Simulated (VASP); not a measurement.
Set up this calculation in VASP 6.6.1, as the native input.

```yaml
Task: single point
Functional: revPBE
Potentials_or_basis: VASP PAW PBE potentials, release 64 (Si, Te)
Cutoff: 500 eV
k_mesh: 5 × 5 × 5
Occupations: gaussian, width 0.01 eV
Spin: no spin polarisation
Dipole_correction: no
Further_INCAR_settings: ALGO = Normal; EDIFF = 1e-06; NBANDS = 12
```

The structure of SiTe lies in POSCAR:

```
SiTe
1.0
    0.0000000000      3.1279730000      3.1279730000
    3.1279730000      0.0000000000      3.1279730000
    3.1279730000      3.1279730000      0.0000000000
Si Te
1 1
Direct
    0.0000000000      0.0000000000      0.0000000000
    0.2500000000      0.2500000000      0.2500000000
```

One way to write it, as run:

INCAR

```
ALGO = Normal
EDIFF = 1E-6
ENCUT = 500
GGA = RE
GGA_COMPAT = False
ISIF = 2
ISMEAR = 0
LASPH = True
LCHARG = True
LELF = True
LREAL = False
LVHAR = True
LWAVE = False
NBANDS = 12
NELM = 120
PREC = Accurate
SIGMA = 0.01
```

KPOINTS

```
k-points
0
Gamma
  5 5 5
```

Potentials or basis: VASP PAW PBE potentials, release 64 (Si, Te).

Run with:

```bash
$ cat potpaw_PBE.64/Si/POTCAR potpaw_PBE.64/Te/POTCAR > POTCAR
$ mpirun -np 1 vasp_std > vasp.out
```

It gave:

The pressure is 5.6 GPa. The band gap on the k mesh is zero (bands 5 and 6 overlap by 0.68 eV).

Caveat: the cell stands under pressure; the PAW data sets were made with another functional, which shifts forces and pressure a little; spin-orbit coupling is left out, which moves the levels of the heavy elements.

Run time: 8.1 s on 1 thread of Intel(R) Xeon(R) 6975P-C (Granite Rapids), with other jobs on the host, peak memory 0.17 GiB.
